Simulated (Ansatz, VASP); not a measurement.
# One calculation of SnSe, two programs

Contents of INCAR:

```
PREC     = Accurate       # precision mode
ENCUT    = 520            # plane-wave cutoff, eV
EDIFF    = 1E-6           # SCF threshold, eV
ISMEAR   = -1             # smearing method
SIGMA    = 0.05           # smearing width, eV
LREAL    = False          # projectors in reciprocal space
LASPH    = True           # aspherical terms in the spheres
NELM     = 60             # most SCF steps
ALGO     = Normal         # electronic algorithm
ISIF     = 2              # what is computed and relaxed
LWAVE    = False          # write WAVECAR
LCHARG   = False          # write CHGCAR
GGA      = CA             # functional
NBANDS   = 17             # bands
```

The input KPOINTS:

```
regular mesh
0
Gamma
  8 8 8
```

File POSCAR:

```
SnSe
1.0
    0.0000000000      3.0496098055      3.0496098055
    3.0496098055      0.0000000000      3.0496098055
    3.0496098055      3.0496098055      0.0000000000
Sn Se
1 1
Direct
    0.0000000000      0.0000000000      0.0000000000
    0.5000000000      0.5000000000      0.5000000000
```

Contents of input.yaml:

```yaml
crystal:
  lattice:
    - [0.0, 3.0496098055, 3.0496098055]
    - [3.0496098055, 0.0, 3.0496098055]
    - [3.0496098055, 3.0496098055, 0.0]
  atoms:
    - { symbol: Sn, position: [0.0, 0.0, 0.0] }
    - { symbol: Se, position: [0.5, 0.5, 0.5] }
hamiltonian:
  xc: lda
  pseudopotentials: { kind: paw }
kpoints:
  mp_grid: { grid: [8, 8, 8] }
scf:
  occupations: { method: fermi_dirac, width: 0.05 }
output:
  forces: true
  stress: true
  eigenvalues: true
  write_density: true
  write_potential: true
  elf: true
  volumetric_format: npy
```

Alike in both runs: task single point; functional LDA; k mesh 8 × 8 × 8; occupations fermi-dirac, width 0.05 eV; no spin polarisation.

```csv
,VASP,Ansatz
version,VASP 6.6.1,Ansatz 0.2.0
potentials or method,"VASP PAW LDA potentials, release 64 (Sn_d, Se)",Ansatz PAW
plane-wave cutoff (eV),520,420
valence electrons in the cell,20,30
```

|  | VASP | Ansatz | Ansatz less VASP |
| --- | --- | --- | --- |
| gap on the k mesh at the Fermi level (eV) | 0.47 | 0.45 | -0.017 |
| least direct gap on the mesh (eV) | 0.47 | 0.45 | -0.017 |
| pressure (GPa) | -4.9 | -5.0 | -0.07 |

LDA's correlation is that of Perdew and Zunger in VASP and of Perdew and Wang (1992) in Ansatz. VASP's potentials hold 20 valence electrons a cell and Ansatz's 30, so a difference there can come from the potentials and not from the codes.
